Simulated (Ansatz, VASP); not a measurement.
## CuI in VASP and in Ansatz

POSCAR

```
CuI
1.0
    0.0000000000      2.9813105176      2.9813105176
    2.9813105176      0.0000000000      2.9813105176
    2.9813105176      2.9813105176      0.0000000000
Cu I
1 1
Direct
    0.2500000000      0.2500000000      0.2500000000
    0.0000000000      0.0000000000      0.0000000000
```

The input INCAR.step1:

```
SYSTEM = CuI
PREC     = Accurate       ! precision mode
ENCUT    = 520            ! plane-wave cutoff, eV
ISMEAR   = 0              ! smearing method
SIGMA    = 0.02           ! smearing width, eV
LREAL    = .False.        ! projectors in reciprocal space
LASPH    = .True.         ! aspherical terms in the spheres
NELM     = 80             ! most SCF steps
NBANDS   = 16             ! bands
GGA      = PE             ! functional
ALGO     = Normal         ! electronic algorithm
EDIFF    = 1E-4           ! SCF threshold, eV
LWAVE    = .True.         ! write WAVECAR
LCHARG   = .False.        ! write CHGCAR
```

INCAR.step2

```
SYSTEM = CuI
PREC     = Accurate       ! precision mode
ENCUT    = 520            ! plane-wave cutoff, eV
EDIFF    = 1E-7           ! SCF threshold, eV
ISMEAR   = 0              ! smearing method
SIGMA    = 0.02           ! smearing width, eV
LREAL    = .False.        ! projectors in reciprocal space
LASPH    = .True.         ! aspherical terms in the spheres
NELM     = 80             ! most SCF steps
ALGO     = Normal         ! electronic algorithm
ISIF     = 2              ! what is computed and relaxed
LWAVE    = .False.        ! write WAVECAR
LCHARG   = .False.        ! write CHGCAR
METAGGA  = R2SCAN         ! meta-GGA
LMIXTAU  = .True.       
NBANDS   = 16             ! bands
ISTART   = 1
```

File KPOINTS:

```
regular mesh
0
Gamma
  8 8 8
  0 0 0
```

Input for Ansatz:

```yaml
crystal:
  lattice:
    - [0.0, 2.9813105126, 2.9813105126]
    - [2.9813105126, 0.0, 2.9813105126]
    - [2.9813105126, 2.9813105126, 0.0]
  atoms:
    - { symbol: Cu, position: [0.25, 0.25, 0.25] }
    - { symbol: I, position: [0.0, 0.0, 0.0] }
basis:
  ecutwfc: 500
kpoints:
  mp_grid: { grid: [8, 8, 8] }
hamiltonian:
  xc: r2scan
scf:
  occupations: { method: gaussian, width: 0.02 }
output:
  forces: true
  stress: true
  eigenvalues: true
```

Alike in both runs: task single point; functional r2SCAN; k mesh 8 × 8 × 8; occupations gaussian, width 0.02 eV; no spin polarisation.

|  | VASP | Ansatz |
| --- | --- | --- |
| version | VASP 6.6.1 | Ansatz 0.2.0 |
| potentials or method | VASP PAW PBE potentials, release 64 (Cu, I), cutoff 520 eV | scalar-relativistic, plane waves, PAW |
| valence electrons in the cell | 18 | 36 |

Ansatz gave:

```
gap on the k mesh at the Fermi level (eV) : 1.76
least direct gap on the mesh (eV)         : 1.76
pressure (GPa)                            : 1.4
```

Question: Which values does VASP return?

Answer: gap on the k mesh at the Fermi level (eV): 1.77; least direct gap on the mesh (eV): 1.77; pressure (GPa): 1.4.

VASP's potentials were made for PBE, not for r2SCAN. The functional is the same, so the differences come from potentials, cutoffs and numerics. VASP's potentials hold 18 valence electrons a cell and Ansatz's 36, so a difference there can come from the potentials and not from the codes.

Neither program's run includes spin-orbit coupling.
